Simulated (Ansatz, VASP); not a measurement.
One calculation of Si, two programs

```
Si
1.0
     0.00000    2.73488    2.62549
     2.73488    0.00000    2.62549
     2.73488    2.73488    0.00000
Si
2
Direct
  0.50000 0.50000 0.50000
  0.75000 0.75000 0.75000
```

Change from the starting cell: strain +0.000 along x and y, -0.040 along z, atoms carried along.

Alike in both runs: task single point; functional PBE; k mesh 8 × 8 × 8; occupations gaussian, width 0.05 eV; no spin polarisation.

|  | VASP | Ansatz |
| --- | --- | --- |
| version | VASP 6.6.1 | Ansatz 0.2.0 |
| potentials or method | VASP PAW PBE potentials, release 64 (Si), cutoff 520 eV | scalar-relativistic, plane waves, PAW |
| valence electrons in the cell | 8 | 8 |

```tsv
	VASP	Ansatz	Ansatz less VASP
gap on the k mesh at the Fermi level (eV)	0.15	0.15	-0.003
least direct gap on the mesh (eV)	2.30	2.29	-0.005
pressure (GPa)	3.8	3.9	+0.08
traceless stress, the component that is largest in VASP (GPa)	2.44	2.43	-0.009
```
